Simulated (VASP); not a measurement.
Write the native input for VASP 6.6.1 that does the following.

```
Task                   : single point
Functional             : LDA
Potentials or basis    : VASP PAW LDA potentials, release 64 (Ga_d)
Cutoff                 : 520 eV
k mesh                 : 12 × 12 × 10
Occupations            : fermi-dirac, width 0.08 eV
Spin                   : no spin polarisation
Dipole correction      : no
Further INCAR settings : ALGO = Normal; EDIFF = 1e-07; NBANDS = 20
```

The structure of Ga lies in POSCAR:

```
Ga
1.0
    1.4296750000     -4.0577500000     -0.0130750000
    1.4703250000      4.0722500000      0.0275750000
    0.0158500000      0.0158500000      3.1700000000
Ga
2
Direct
    0.8670000000      0.1330000000      0.2500000000
    0.1330000000      0.8670000000      0.7500000000
```

This cell differs from its parent crystal: equal xy, yz and zx shear strains of +1 %.

The input as run:

INCAR

```
SYSTEM = Ga
ALGO     = Normal         ! electronic algorithm
EDIFF    = 1E-7           ! SCF threshold, eV
ENCUT    = 520            ! plane-wave cutoff, eV
ISIF     = 2              ! what is computed and relaxed
ISMEAR   = -1             ! smearing method
LASPH    = .True.         ! aspherical terms in the spheres
LCHARG   = .False.        ! write CHGCAR
LREAL    = .False.        ! projectors in reciprocal space
LWAVE    = .False.        ! write WAVECAR
NBANDS   = 20             ! bands
NELM     = 100            ! most SCF steps
PREC     = Accurate       ! precision mode
SIGMA    = 0.08           ! smearing width, eV
```

KPOINTS

```
k-points
0
Gamma
  12 12 10
  0 0 0
```

Potentials or basis: VASP PAW LDA potentials, release 64 (Ga_d).

The run is started by

```console
$ cat potpaw_LDA.64/Ga_d/POTCAR > POTCAR
$ mpirun -np 1 vasp_std > vasp.out
```

It gave:

```
Pressure               : -3.7 GPa
Largest force          : 0.180 eV/Å
Band gap on the k mesh : zero (band 13 reaches 10.47 eV, above the bottom of band 14 at 1.21 eV)
```

Caveat: the cell differs from its parent crystal (equal xy, yz and zx shear strains of +1 %).

Run time: 12 min on 1 thread of Oxide Virtual Turin-like Processor, on a shared host, peak memory 0.46 GiB.
